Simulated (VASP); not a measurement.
# HfN in VASP: a series of runs, part 2 of 3

VASP 6.6.1.

**3. Single point, PBE**

This run uses another cell than the first one, of 11.14 Å³/atom.

INCAR

```
SYSTEM = HfN
  ALGO = Normal
  EDIFF = 1E-7
  ENCUT = 520
  GGA = PE
  ISIF = 2
  ISMEAR = 0
  LASPH = .TRUE.
  LCHARG = .FALSE.
  LREAL = .FALSE.
  LWAVE = .FALSE.
  NBANDS = 14
  NELM = 100
  PREC = Accurate
  SIGMA = 0.02
```

KPOINTS

```
k-points
0
G
  16 16 16
  0 0 0
```

POSCAR

```
HfN
1.0
    0.0000000000      2.2332105631      2.2332105631
    2.2332105631      0.0000000000      2.2332105631
    2.2332105631      2.2332105631      0.0000000000
Hf N
1 1
Direct
    0.0000000000      0.0000000000      0.0000000000
    0.5000000000      0.5000000000      0.5000000000
```

Potentials or basis: VASP PAW PBE potentials, release 64 (Hf_pv, N).

Started as:

```sh
$ cat potpaw_PBE.64/Hf_pv/POTCAR potpaw_PBE.64/N/POTCAR > POTCAR
$ mpirun -np 1 vasp_std > vasp.out
```

Run time: 33 s. Hardware: 1 thread of AMD EPYC 7R43 (Zen 3), shared host; peak memory 0.14 GiB.

The run converged. Its results:

```
Free energy            : -21.7158 eV
Pressure               : 13.5 GPa
Band gap on the k mesh : zero (an odd number of electrons rules out a gap without spin polarisation)
```

Levels at points of the mesh, in eV from the Fermi level:
```
           k point  band 4  band 5  band 6  band 7  band 8  band 9  band 10  band 11  band 12  band 13
(0.00, 0.00, 0.00)  -17.71   -3.06   -3.06   -3.06   -0.36   -0.36    -0.36     2.06     2.06     2.14
(0.50, 0.00, 0.00)  -14.78   -9.08   -6.35   -6.35    3.45    3.89     3.89     4.62     9.27     9.27
(0.50, 0.50, 0.00)  -16.61   -5.39   -3.96   -3.70   -3.70    4.30     5.81     5.81     6.02     8.47
```

Caveat: the cell stands under pressure; spin-orbit coupling is left out, which moves the levels of the heavy elements.

**4. Single point, PBE**

This run uses another cell than the first one, of 11.48 Å³/atom.

INCAR

```
SYSTEM = HfN
PREC = Accurate ; ENCUT = 520
EDIFF = 1E-6 ; ISMEAR = 0
SIGMA = 0.02 ; LREAL = .False.
LASPH = .True. ; NELM = 60
ALGO = Normal ; ISIF = 2
LWAVE = .False. ; LCHARG = .True.
GGA = PE ; LELF = .True.
LVHAR = .True. ; NBANDS = 14
```

KPOINTS

```
regular mesh
0
Gamma
  16 16 16
  0 0 0
```

POSCAR

```
HfN
1.0
    0.0000000000      2.2560000000      2.2560000000
    2.2560000000      0.0000000000      2.2560000000
    2.2560000000      2.2560000000      0.0000000000
Hf N
1 1
Direct
    0.0000000000      0.0000000000      0.0000000000
    0.5000000000      0.5000000000      0.5000000000
```

Potentials or basis: VASP PAW PBE potentials, release 64 (Hf_pv, N).

Started as:

```sh
$ cat potpaw_PBE.64/Hf_pv/POTCAR potpaw_PBE.64/N/POTCAR > POTCAR
$ mpirun -np 1 vasp_std > vasp.out
```

OUTCAR:

```text
SYSTEM = HfN
   PREC = Accurate
   ENCUT = 520
   EDIFF = 1E-6
   ISMEAR = 0
   LREAL = .False.
   LASPH = .True.
   NELM = 60
   ISIF = 2
   GGA = PE

 ion  position               nearest neighbor table
   1  0.000  0.000  0.000-   2 2.26   2 2.26   2 2.26   2 2.26   2 2.26   2 2.26
   2  0.500  0.500  0.500-   1 2.26   1 2.26   1 2.26   1 2.26   1 2.26   1 2.26

  LATTYP: Found a face centered cubic cell.
 ALAT       =     4.5120000000

  Lattice vectors:

 A1 = (   0.0000000000,   2.2560000000,   2.2560000000)
 A2 = (   2.2560000000,   0.0000000000,   2.2560000000)
 A3 = (   2.2560000000,   2.2560000000,   0.0000000000)

Analysis of symmetry for initial positions (statically):
=====================================================================
 Subroutine PRICEL returns:
 Original cell was already a primitive cell.

 Routine SETGRP: Setting up the symmetry group for a
 face centered cubic supercell.

 Subroutine GETGRP returns: Found 48 space group operations
 (whereof 48 operations were pure point group operations)
 out of a pool of 48 trial point group operations.

The static configuration has the point symmetry O_h .

Analysis of symmetry for dynamics (positions and initial velocities):
=====================================================================
 Subroutine PRICEL returns:
 Original cell was already a primitive cell.

 Routine SETGRP: Setting up the symmetry group for a
 face centered cubic supercell.

 Subroutine GETGRP returns: Found 48 space group operations
 (whereof 48 operations were pure point group operations)
 out of a pool of 48 trial point group operations.

The dynamic configuration has the point symmetry O_h .

 Subroutine INISYM returns: Found 48 space group operations
 (whereof 48 operations are pure point group operations),
 and found     1 'primitive' translations

----------------------------------------------------------------------------------------

                                     Primitive cell

  volume of cell :      22.9640

  direct lattice vectors                    reciprocal lattice vectors
     0.000000000  2.256000000  2.256000000    -0.221631206  0.221631206  0.221631206
     2.256000000  0.000000000  2.256000000     0.221631206 -0.221631206  0.221631206
     2.256000000  2.256000000  0.000000000     0.221631206  0.221631206 -0.221631206

  length of vectors
     3.190465797  3.190465797  3.190465797     0.383876509  0.383876509  0.383876509

  position of ions in fractional coordinates (direct lattice)
     0.000000000  0.000000000  0.000000000
     0.500000000  0.500000000  0.500000000

  ion indices of the primitive-cell ions
   primitive index   ion index
                 1           1
                 2           2

----------------------------------------------------------------------------------------

 KPOINTS: regular mesh

Automatic generation of k-mesh.
 Grid dimensions read from file:
 generate k-points for:   16   16   16

 Generating k-lattice:

  Cartesian coordinates                     Fractional coordinates (reciprocal lattice)
    -0.013851950  0.013851950  0.013851950     0.062500000  0.000000000  0.000000000
     0.013851950 -0.013851950  0.013851950     0.000000000  0.062500000  0.000000000
     0.013851950  0.013851950 -0.013851950     0.000000000  0.000000000  0.062500000

  Length of vectors
     0.023992282  0.023992282  0.023992282

  Shift w.r.t. Gamma in fractional coordinates (k-lattice)
     0.000000000  0.000000000  0.000000000

 Subroutine IBZKPT returns following result:
 ===========================================

 Found    145 irreducible k-points:

 Following reciprocal coordinates:
            Coordinates               Weight
  0.000000  0.000000  0.000000      1.000000
  0.062500  0.000000  0.000000      8.000000
  0.125000  0.000000  0.000000      8.000000
  0.187500  0.000000  0.000000      8.000000
  0.250000  0.000000  0.000000      8.000000
  0.312500  0.000000  0.000000      8.000000
[... 16 lines left out ...]
 -0.125000  0.062500  0.000000     24.000000
 -0.062500  0.062500  0.000000     12.000000
 [... further k-points ...]
   k-points           NKPTS =    145   k-points in BZ     NKDIM =    145   number of bands    NBANDS=     14
   number of dos      NEDOS =    301   number of ions     NIONS =      2
   total plane-waves  NPLWV =  13824
   dimension x,y,z NGX =    24 NGY =   24 NGZ =   24
   dimension x,y,z NGXF=    48 NGYF=   48 NGZF=   48
   ions per type =               1   1
   NGX,Y,Z   is equivalent  to a cutoff of  12.51, 12.51, 12.51 a.u.
   NGXF,Y,Z  is equivalent  to a cutoff of  25.01, 25.01, 25.01 a.u.
 SYSTEM =  HfN
   PREC   = accura    normal or accurate (medium, high low for compatibility)
   ISTART =      0    job   : 0-new  1-cont  2-samecut
   ICHARG =      2    charge: 1-file 2-atom 10-const
   ISPIN  =      1    spin polarized calculation?
   LNONCOLLINEAR =      F non collinear calculations
   LSORBIT =      F    spin-orbit coupling
   LASPH  =      T    aspherical Exc in radial PAW
   ENCUT  =  520.0 eV  38.22 Ry    6.18 a.u.   5.93  5.93  5.93*2*pi/ulx,y,z
   NELM   =     60;   NELMIN=  2; NELMDL= -5     # of ELM steps
   EDIFF  = 0.1E-05   stopping-criterion for ELM
   LREAL  =      F    real-space projection
   EDIFFG = 0.1E-04   stopping-criterion for IOM
   NSW    =      0    number of steps for IOM
   IBRION =     -1    ionic relax: 0-MD 1-quasi-New 2-CG
   NFREE  =      0    steps in history (QN), initial steepest desc. (CG)
   ISIF   =      2    stress and relaxation
   ISYM   =      2    0-nonsym 1-usesym 2-fastsym
   POTIM  = 0.5000    time-step for ionic-motion
   TEBEG  =    0.0;   TEEND  =   0.0 temperature during run
   PSTRESS=    0.0 pullay stress
   NELECT =      15.0000    total number of electrons
   NUPDOWN=      -1.0000    fix difference up-down
   EMIN   =  10.00;   EMAX   =-10.00  energy-range for DOS
   EFERMI =   0.00;   METHOD = LEGACY
   ISMEAR =     0;   SIGMA  =   0.02  broadening in eV -4-tet -1-fermi 0-gaus
   EFERMI_NEDOS =   21; number of points for ismear=-14 and -15
   IALGO  =     38    algorithm
   IMIX   =      4    mixing-type and parameters
     AMIX     =   0.40;   BMIX     =  1.00
     AMIX_MAG =   1.60;   BMIX_MAG =  1.00
  volume/ion in A,a.u.               =      11.48        77.48
  Fermi-wavevector in a.u.,A,eV,Ry     =   1.420440  2.684242 27.451783  2.017649
  Thomas-Fermi vector in A             =   2.541355
   LORBIT       =      0    0 simple, 1 ext, 2 COOP (PROOUT), +10 PAW based schemes
   GGA     = PE    functional components
   LHFCALC =     F    Hartree Fock is set to
   AEXX    =    0.0000 exact exchange contribution
   IVDW    =     0    specifies the selected vdW correction
   LEPSILON=     F    determine dielectric tensor
   LRPA    =     F    only Hartree local field effects (RPA)
 non-spin polarized calculation
 Gauss-broadening in eV      SIGMA  =   0.02
  energy-cutoff  :      520.00
  volume of cell :       22.96
 maximum number of plane-waves:       636
   NGX = 11   NGY = 11   NGZ = 11

 number of electron      15.0000001 magnetization

 Free energy of the ion-electron system (eV)
  ---------------------------------------------------
  ext. energy  EPLUGINS =         0.00000000
  ---------------------------------------------------
  free energy    TOTEN  =       -21.75372156 eV

  energy without entropy =      -21.75347140  energy(sigma->0) =      -21.75359648

 E-fermi :   8.4098     XC(G=0): -12.7535

 val. band max:        8.4036703956   @ k =  -0.4375   0.3125   0.1250
 cond. band min:       8.4220858462   @ k =  -0.1250   0.0625   0.0000
 fundamental gap:      0.0184154507
 Fermi energy:         8.4098015541

 k-point     1 :       0.0000    0.0000    0.0000
  band No.  band energies     occupation
      1     -22.7178      2.00000
      2     -22.7178      2.00000
      3     -22.7178      2.00000
      4      -9.1128      2.00000
      5       5.3885      2.00000
      6       5.3885      2.00000
      7       5.3885      2.00000
      8       8.0718      2.00000
      9       8.0718      2.00000
     10       8.0718      2.00000
     11      10.2556      0.00000
     12      10.3988      0.00000
     13      10.3988      0.00000
     14      17.9946      0.00000
[... 375 lines left out ...]
 k-point    24 :      -0.0625    0.0625    0.0000
  band No.  band energies     occupation
      1     -22.8153      2.00000
      2     -22.7421      2.00000
      3     -22.7197      2.00000
      4      -8.8753      2.00000
      5       4.3691      2.00000
      6       4.7226      2.00000
      7       5.0379      2.00000
      8       8.2354      2.00000
      9       8.2467      2.00000
     10       8.6884      0.00000
     11      10.4985      0.00000
     12      11.2939      0.00000
     13      11.4388      0.00000
     14      18.7945      0.00000

 [... further k-points ...]
[... 5 lines left out ...]
  --------------------------------------------------------------------------------------
  -------------------------------------------------------------------------------------
  Total        0.5940890      0.5940890      0.5940890      0.0000000     -0.0000000     -0.0000000
  in kB       41.4490701     41.4490701     41.4490701      0.0000000     -0.0000000     -0.0000000
  external PRESSURE =      41.4490701 kB  Pullay stress =       0.0000000 kB

 VOLUME and BASIS-vectors are now :
 -----------------------------------------------------------------------------
  energy-cutoff  :      520.00
  volume of cell :       22.96
      direct lattice vectors                 reciprocal lattice vectors
     0.000000000  2.256000000  2.256000000    -0.221631206  0.221631206  0.221631206
     2.256000000  0.000000000  2.256000000     0.221631206 -0.221631206  0.221631206
     2.256000000  2.256000000  0.000000000     0.221631206  0.221631206 -0.221631206

 POSITION                                       TOTAL-FORCE (eV/Angst)
 -----------------------------------------------------------------------------------
      0.00000      0.00000      0.00000         0.000000      0.000000      0.000000
      2.25600      2.25600      2.25600         0.000000     -0.000000      0.000000
 -----------------------------------------------------------------------------------
    total drift:                                0.000000     -0.000000     -0.000000

  FREE ENERGIE OF THE ION-ELECTRON SYSTEM (eV)
  ---------------------------------------------------
  free  energy   TOTEN  =       -21.7537215569 eV

  energy  without entropy=      -21.7534713999  energy(sigma->0) =      -21.75359648
```

OSZICAR:

```text
N       E                     dE             d eps       ncg     rms          rms(c)
DAV:   1     0.382095061591E+02    0.38210E+02   -0.78246E+03  4068   0.101E+03
DAV:   2    -0.228099052156E+02   -0.61019E+02   -0.57348E+02  5388   0.237E+02
DAV:   3    -0.247483329908E+02   -0.19384E+01   -0.19316E+01  4700   0.346E+01
DAV:   4    -0.247552655574E+02   -0.69326E-02   -0.69318E-02  4834   0.242E+00
DAV:   5    -0.247553089334E+02   -0.43376E-04   -0.43377E-04  4704   0.162E-01    0.494E+01
DAV:   6    -0.218554559193E+02    0.28999E+01   -0.81891E+00  4486   0.221E+01    0.420E+01
DAV:   7    -0.217807575507E+02    0.74698E-01   -0.45320E-01  5128   0.600E+00    0.267E+01
DAV:   8    -0.217592883511E+02    0.21469E-01   -0.10423E-01  4696   0.280E+00    0.598E+00
DAV:   9    -0.217538415689E+02    0.54468E-02   -0.15239E-02  4582   0.994E-01    0.197E+00
DAV:  10    -0.217537541923E+02    0.87377E-04   -0.10603E-03  5426   0.315E-01    0.436E-01
DAV:  11    -0.217537237384E+02    0.30454E-04   -0.70815E-05  4930   0.840E-02    0.110E-01
DAV:  12    -0.217537218011E+02    0.19372E-05   -0.75904E-06  5366   0.235E-02    0.188E-02
DAV:  13    -0.217537215569E+02    0.24424E-06   -0.20391E-07  2828   0.471E-03
   1 F= -.21753722E+02 E0= -.21753596E+02  d E =-.250157E-03
```

stdout:

```text
POSCAR found type information on POSCAR HfN
 POSCAR found :  2 types and       2 ions
 scaLAPACK will be used
 LDA part: xc-table for (Slater+PW92), standard interpolation
 POSCAR, INCAR and KPOINTS ok, starting setup
 FFT: planning ... GRIDC
 FFT: planning ... GRID_SOFT
 FFT: planning ... GRID
 WAVECAR not read
 entering main loop
```

Wall time 35 s (1 thread of AMD EPYC 7R43 (Zen 3), shared host); peak memory 0.14 GiB.

What came out:

| Item | Value |
| --- | --- |
| Free energy | -21.7537 eV |
| Pressure | 4.1 GPa |
| Band gap on the k mesh | zero (an odd number of electrons rules out a gap without spin polarisation) |

Caveat: the cell stands under pressure; spin-orbit coupling is left out, which moves the levels of the heavy elements.

(Continued in part 3 of 3.)
